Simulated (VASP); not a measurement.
# CaO in VASP: further runs

Aim: see how the results for CaO move with the level of theory and the settings. Levels: PBE, HSE06. Tasks: single point.

Everything below comes from runs of VASP 6.6.1. Logs are shortened: lines on timing, memory, paths and dates and some standing lists are left out, and cuts for length are marked.

## 1. The cell of the first run

The structure is trigonal, space group R3m (No. 160). Conventional cell: a = 3.686 Å, b = 3.686 Å, c = 8.669 Å, α = 90.00°, β = 90.00°, γ = 120.00°. Within 2.9 Å of Ca (site symmetry 3m) lie 4 O at 2.22 to 2.23 Å. O (site symmetry 3m) has 4 Ca at 2.22 to 2.23 Å within 2.9 Å.

## 2. Single point, PBE (strain along [111] -4.0%)

INCAR

```
PREC = Accurate
ENCUT = 520
EDIFF = 1E-7
ISMEAR = -1
SIGMA = 0.02
LREAL = F
LASPH = T
NELM = 100
ALGO = Normal
ISIF = 2
LWAVE = F
LCHARG = F
GGA = PE
NBANDS = 15
```

KPOINTS

```
regular mesh
0
Gamma
  8 8 8
```

POSCAR

```
CaO
1.0
   -0.0695128464      2.5372188926      2.5372188926
    2.5372188926     -0.0695128464      2.5372188926
    2.5372188926      2.5372188926     -0.0695128464
Ca O
1 1
Direct
   -0.0028848282     -0.0028848282     -0.0028848282
    0.2528848282      0.2528848282      0.2528848282
```

Potentials or basis: VASP PAW PBE potentials, release 64 (Ca_sv, O).

The run is started by

```bash
cat potpaw_PBE.64/Ca_sv/POTCAR potpaw_PBE.64/O/POTCAR > POTCAR
mpirun -np 1 vasp_std > vasp.out
```

OUTCAR:

```text
PREC = Accurate
   ENCUT = 520
   EDIFF = 1E-7
   ISMEAR = -1
   LREAL = F
   LASPH = T
   NELM = 100
   ISIF = 2
   GGA = PE

 ion  position               nearest neighbor table
   1  0.997  0.997  0.997-   2 2.22   2 2.23   2 2.23   2 2.23
   2  0.253  0.253  0.253-   1 2.22   1 2.23   1 2.23   1 2.23

  LATTYP: Found a trigonal (rhomboedric) cell.
 ALAT       =     3.5888426343
 COS(alpha) =     0.4724254361

  Lattice vectors:

 A1 = (  -0.0695128464,   2.5372188926,   2.5372188926)
 A2 = (   2.5372188926,  -0.0695128464,   2.5372188926)
 A3 = (   2.5372188926,   2.5372188926,  -0.0695128464)

Analysis of symmetry for initial positions (statically):
=====================================================================
 Subroutine PRICEL returns:
 Original cell was already a primitive cell.

 Routine SETGRP: Setting up the symmetry group for a
 trigonal (rhombohedral) supercell.

 Subroutine GETGRP returns: Found  6 space group operations
 (whereof  6 operations were pure point group operations)
 out of a pool of 12 trial point group operations.

The static configuration has the point symmetry C_3v.

Analysis of symmetry for dynamics (positions and initial velocities):
=====================================================================
 Subroutine PRICEL returns:
 Original cell was already a primitive cell.

 Routine SETGRP: Setting up the symmetry group for a
 trigonal (rhombohedral) supercell.

 Subroutine GETGRP returns: Found  6 space group operations
 (whereof  6 operations were pure point group operations)
 out of a pool of 12 trial point group operations.

The dynamic configuration has the point symmetry C_3v.

 Subroutine INISYM returns: Found  6 space group operations
 (whereof  6 operations are pure point group operations),
 and found     1 'primitive' translations

----------------------------------------------------------------------------------------

                                     Primitive cell

  volume of cell :      34.0087

  direct lattice vectors                    reciprocal lattice vectors
    -0.069512846  2.537218893  2.537218893    -0.189147026  0.194475111  0.194475111
     2.537218893 -0.069512846  2.537218893     0.194475111 -0.189147026  0.194475111
     2.537218893  2.537218893 -0.069512846     0.194475111  0.194475111 -0.189147026

  length of vectors
     3.588842634  3.588842634  3.588842634     0.333792952  0.333792952  0.333792952

  position of ions in fractional coordinates (direct lattice)
     0.997115172  0.997115172  0.997115172
     0.252884828  0.252884828  0.252884828

  ion indices of the primitive-cell ions
   primitive index   ion index
                 1           1
                 2           2

----------------------------------------------------------------------------------------

 KPOINTS: regular mesh

Automatic generation of k-mesh.
 Grid dimensions read from file:
 generate k-points for:    8    8    8

 Generating k-lattice:

  Cartesian coordinates                     Fractional coordinates (reciprocal lattice)
    -0.023643378  0.024309389  0.024309389     0.125000000  0.000000000  0.000000000
     0.024309389 -0.023643378  0.024309389     0.000000000  0.125000000  0.000000000
     0.024309389  0.024309389 -0.023643378     0.000000000  0.000000000  0.125000000

  Length of vectors
     0.041724119  0.041724119  0.041724119

  Shift w.r.t. Gamma in fractional coordinates (k-lattice)
     0.000000000  0.000000000  0.000000000

 Subroutine IBZKPT returns following result:
 ===========================================

 Found     65 irreducible k-points:

 Following reciprocal coordinates:
            Coordinates               Weight
  0.000000  0.000000  0.000000      1.000000
  0.125000  0.000000 -0.000000      6.000000
  0.250000  0.000000 -0.000000      6.000000
  0.375000 -0.000000 -0.000000      6.000000
  0.500000  0.000000 -0.000000      3.000000
  0.125000  0.125000  0.000000      6.000000
[... 16 lines left out ...]
  0.250000  0.125000  0.125000      6.000000
  0.375000  0.125000  0.125000      6.000000
 [... further k-points ...]
   k-points           NKPTS =     65   k-points in BZ     NKDIM =     65   number of bands    NBANDS=     15
   number of dos      NEDOS =    301   number of ions     NIONS =      2
   total plane-waves  NPLWV =  21952
   dimension x,y,z NGX =    28 NGY =   28 NGZ =   28
   dimension x,y,z NGXF=    56 NGYF=   56 NGZF=   56
   ions per type =               1   1
   NGX,Y,Z   is equivalent  to a cutoff of  12.97, 12.97, 12.97 a.u.
   NGXF,Y,Z  is equivalent  to a cutoff of  25.94, 25.94, 25.94 a.u.
 SYSTEM =  unknown system
   PREC   = accura    normal or accurate (medium, high low for compatibility)
   ISTART =      0    job   : 0-new  1-cont  2-samecut
   ICHARG =      2    charge: 1-file 2-atom 10-const
   ISPIN  =      1    spin polarized calculation?
   LNONCOLLINEAR =      F non collinear calculations
   LSORBIT =      F    spin-orbit coupling
   LASPH  =      T    aspherical Exc in radial PAW
   ENCUT  =  520.0 eV  38.22 Ry    6.18 a.u.   6.67  6.67  6.67*2*pi/ulx,y,z
   NELM   =    100;   NELMIN=  2; NELMDL= -5     # of ELM steps
   EDIFF  = 0.1E-06   stopping-criterion for ELM
   LREAL  =      F    real-space projection
   EDIFFG = 0.1E-05   stopping-criterion for IOM
   NSW    =      0    number of steps for IOM
   IBRION =     -1    ionic relax: 0-MD 1-quasi-New 2-CG
   NFREE  =      0    steps in history (QN), initial steepest desc. (CG)
   ISIF   =      2    stress and relaxation
   ISYM   =      2    0-nonsym 1-usesym 2-fastsym
   POTIM  = 0.5000    time-step for ionic-motion
   TEBEG  =    0.0;   TEEND  =   0.0 temperature during run
   PSTRESS=    0.0 pullay stress
   NELECT =      16.0000    total number of electrons
   NUPDOWN=      -1.0000    fix difference up-down
   EMIN   =  10.00;   EMAX   =-10.00  energy-range for DOS
   EFERMI =   0.00;   METHOD = LEGACY
   ISMEAR =    -1;   SIGMA  =   0.02  broadening in eV -4-tet -1-fermi 0-gaus
   EFERMI_NEDOS =   21; number of points for ismear=-14 and -15
   IALGO  =     38    algorithm
   IMIX   =      4    mixing-type and parameters
     AMIX     =   0.40;   BMIX     =  1.00
     AMIX_MAG =   1.60;   BMIX_MAG =  1.00
  volume/ion in A,a.u.               =      17.00       114.75
  Fermi-wavevector in a.u.,A,eV,Ry     =   1.273263  2.406118 22.057743  1.621198
  Thomas-Fermi vector in A             =   2.406096
   LORBIT       =      0    0 simple, 1 ext, 2 COOP (PROOUT), +10 PAW based schemes
   GGA     = PE    functional components
   LHFCALC =     F    Hartree Fock is set to
   AEXX    =    0.0000 exact exchange contribution
   IVDW    =     0    specifies the selected vdW correction
   LEPSILON=     F    determine dielectric tensor
   LRPA    =     F    only Hartree local field effects (RPA)
 non-spin polarized calculation
  energy-cutoff  :      520.00
  volume of cell :       34.01
 maximum number of plane-waves:       928
   NGX = 13   NGY = 13   NGZ = 13

 number of electron      16.0000000 magnetization

 Free energy of the ion-electron system (eV)
  ---------------------------------------------------
  ext. energy  EPLUGINS =         0.00000000
  ---------------------------------------------------
  free energy    TOTEN  =       -12.39812192 eV

  energy without entropy =      -12.39812192  energy(sigma->0) =      -12.39812192

 E-fermi :   1.1100     XC(G=0):  -9.2209

 val. band max:        0.6934175140   @ k =   0.5000   0.5000   0.0000
 cond. band min:       4.1388846076   @ k =   0.0000   0.0000   0.0000
 fundamental gap:      3.4454670936
 Fermi energy:         1.1100185243

 k-point     1 :       0.0000    0.0000    0.0000
  band No.  band energies     occupation
      1     -36.3168      2.00000
      2     -17.2497      2.00000
      3     -17.2458      2.00000
      4     -17.2458      2.00000
      5     -14.1806      2.00000
      6      -0.0693      2.00000
      7      -0.0693      2.00000
      8       0.0825      2.00000
      9       4.1389      0.00000
     10       8.7895      0.00000
     11       8.7895      0.00000
     12      10.5137      0.00000
     13      10.5502      0.00000
     14      10.5502      0.00000
     15      17.2681      0.00000

 k-point     2 :       0.1250    0.0000   -0.0000
  band No.  band energies     occupation
      1     -36.3091      2.00000
      2     -17.3964      2.00000
      3     -17.2564      2.00000
      4     -17.2536      2.00000
      5     -14.0359      2.00000
      6      -0.2214      2.00000
      7      -0.0141      2.00000
      8       0.1120      2.00000
      9       4.6836      0.00000
     10       8.5812      0.00000
     11       8.6504      0.00000
     12      10.3073      0.00000
     13      10.6780      0.00000
     14      10.6899      0.00000
     15      15.7478      0.00000

 k-point     3 :       0.2500    0.0000   -0.0000
  band No.  band energies     occupation
      1     -36.2904      2.00000
      2     -17.7067      2.00000
      3     -17.2784      2.00000
      4     -17.2724      2.00000
      5     -13.7408      2.00000
      6      -0.4151      2.00000
      7       0.1134      2.00000
      8       0.1971      2.00000
      9       5.8116      0.00000
     10       8.3286      0.00000
     11       8.5493      0.00000
     12       9.8299      0.00000
     13      10.6906      0.00000
     14      10.8233      0.00000
     15      13.8117      0.00000
[... 343 lines left out ...]
 k-point    23 :       0.2500    0.1250    0.1250
  band No.  band energies     occupation
      1     -36.2956      2.00000
      2     -17.5783      2.00000
      3     -17.2965      2.00000
      4     -17.2601      2.00000
      5     -13.8573      2.00000
      6      -0.3395      2.00000
      7       0.0433      2.00000
      8       0.1189      2.00000
      9       5.4712      0.00000
     10       8.1339      0.00000
     11       8.6621      0.00000
     12      10.1918      0.00000
     13      10.6506      0.00000
     14      10.8996      0.00000
     15      15.1933      0.00000

 k-point    24 :       0.3750    0.1250    0.1250
  band No.  band energies     occupation
      1     -36.2769      2.00000
      2     -17.8396      2.00000
      3     -17.3428      2.00000
      4     -17.2789      2.00000
      5     -13.5909      2.00000
      6      -0.4244      2.00000
      7       0.1742      2.00000
      8       0.1990      2.00000
      9       6.4072      0.00000
     10       7.9535      0.00000
     11       8.5792      0.00000
     12       9.9213      0.00000
     13      10.6967      0.00000
     14      10.8325      0.00000
     15      13.6925      0.00000

 [... further k-points ...]

------------------------ aborting loop because EDIFF is reached ----------------------------------------

  FORCE on cell =-STRESS in cart. coord.  units (eV):
  Direction    XX          YY          ZZ          XY          YZ          ZX
  --------------------------------------------------------------------------------------
  -------------------------------------------------------------------------------------
  Total        1.1469806      1.1469806      1.1469806      0.1739036      0.1739036      0.1739036
  in kB       54.0351573     54.0351573     54.0351573      8.1927350      8.1927350      8.1927350
  external PRESSURE =      54.0351573 kB  Pullay stress =       0.0000000 kB

 VOLUME and BASIS-vectors are now :
 -----------------------------------------------------------------------------
  energy-cutoff  :      520.00
  volume of cell :       34.01
      direct lattice vectors                 reciprocal lattice vectors
    -0.069512846  2.537218893  2.537218893    -0.189147026  0.194475111  0.194475111
     2.537218893 -0.069512846  2.537218893     0.194475111 -0.189147026  0.194475111
     2.537218893  2.537218893 -0.069512846     0.194475111  0.194475111 -0.189147026

 POSITION                                       TOTAL-FORCE (eV/Angst)
 -----------------------------------------------------------------------------------
      4.99049      4.99049      4.99049        -0.002749     -0.002749     -0.002749
      1.26567      1.26567      1.26567         0.002749      0.002749      0.002749
 -----------------------------------------------------------------------------------
    total drift:                                0.000082      0.000082      0.000082

  FREE ENERGIE OF THE ION-ELECTRON SYSTEM (eV)
  ---------------------------------------------------
  free  energy   TOTEN  =       -12.3981219163 eV

  energy  without entropy=      -12.3981219163  energy(sigma->0) =      -12.39812192
```

Run time: 26 s. Hardware: 1 thread of Oxide Virtual Turin-like, shared host; peak memory 0.14 GiB.

Results:

```yaml
Free_energy: -12.3981 eV
Pressure: 5.4 GPa
Largest_force: 0.005 eV/Å
Band_gap_on_the_k_mesh: 3.45 eV (least direct gap 4.06 eV)
```

Forces on the atoms (eV/Å):
```
Ca  -0.003 -0.003 -0.003
O    0.003  0.003  0.003
```

Stress tensor (GPa, compression positive):
```
5.40 0.82 0.82
0.82 5.40 0.82
0.82 0.82 5.40
```

Caveat: the cell differs from its parent crystal (strain along [111] -4.0%); the cell stands under pressure; the structure was generated, so it needn't be the stable form of CaO. A k mesh can miss the band edges.

## 3. Single point, HSE06 (strain -4.0%)

POSCAR

```
CaO
1.0
    0.0000000000      2.5024624694      2.5024624694
    2.5024624694      0.0000000000      2.5024624694
    2.5024624694      2.5024624694      0.0000000000
Ca O
1 1
Direct
    0.0000000000      0.0000000000      0.0000000000
    0.2500000000      0.2500000000      0.2500000000
```

INCAR.step1

```
PREC = Accurate ; ENCUT = 520
EDIFF = 1E-5 ; ISMEAR = 0
SIGMA = 0.01 ; LREAL = False
LASPH = True ; NELM = 80
ALGO = Normal ; ISIF = 2
LWAVE = True ; LCHARG = False
NBANDS = 15 ; GGA = PE
```

INCAR.step2

```
PREC = Accurate ; ENCUT = 520
EDIFF = 1E-6 ; ISMEAR = 0
SIGMA = 0.01 ; LREAL = False
LASPH = True ; NELM = 80
ALGO = Normal ; ISIF = 2
LWAVE = False ; LCHARG = False
GGA = PE ; LHFCALC = True
HFSCREEN = 0.2079 ; PRECFOCK = Normal
NBANDS = 15 ; ISTART = 1
```

KPOINTS

```
Automatic mesh
0
Gamma
  6 6 6
```

Potentials or basis: VASP PAW PBE potentials, release 64 (Ca_sv, O).

The run is started by

```bash
cat potpaw_PBE.64/Ca_sv/POTCAR potpaw_PBE.64/O/POTCAR > POTCAR
cp INCAR.step1 INCAR
mpirun -np 1 vasp_std > vasp.out
cp INCAR.step2 INCAR
mpirun -np 1 vasp_std > vasp.out
```

It took 23 min on 1 thread of Oxide Virtual Turin-like, shared host; peak memory 0.24 GiB.

The run converged. Its results:

| Quantity | Value |
| --- | --- |
| Free energy | -14.2795 eV |
| Pressure | 13.8 GPa |
| Band gap on the k mesh | 5.18 eV (least direct gap 6.09 eV) |

Levels at points of the mesh, in eV from the valence-band top:
| k point | band 4 | band 5 | band 6 | band 7 | band 8 | band 9 | band 10 | band 11 | band 12 | band 13 |
| --- | --- | --- | --- | --- | --- | --- | --- | --- | --- | --- |
| (0.00, 0.00, 0.00) | -18.60 | -16.46 | -0.90 | -0.90 | -0.90 | 5.18 | 10.63 | 10.63 | 12.66 | 12.66 |
| (0.50, 0.00, 0.00) | -18.69 | -15.23 | -1.13 | -0.54 | -0.54 | 8.28 | 10.47 | 10.47 | 10.55 | 12.41 |
| (0.50, 0.50, 0.00) | -18.84 | -14.89 | -1.82 | -0.01 | -0.01 | 6.77 | 8.85 | 12.04 | 12.33 | 12.33 |

Caveat: the cell differs from its parent crystal (strain -4.0%); the cell stands under pressure; the structure was generated, so it needn't be the stable form of CaO; the PAW data sets were made with another functional, which shifts forces and pressure a little. A k mesh can miss the band edges.
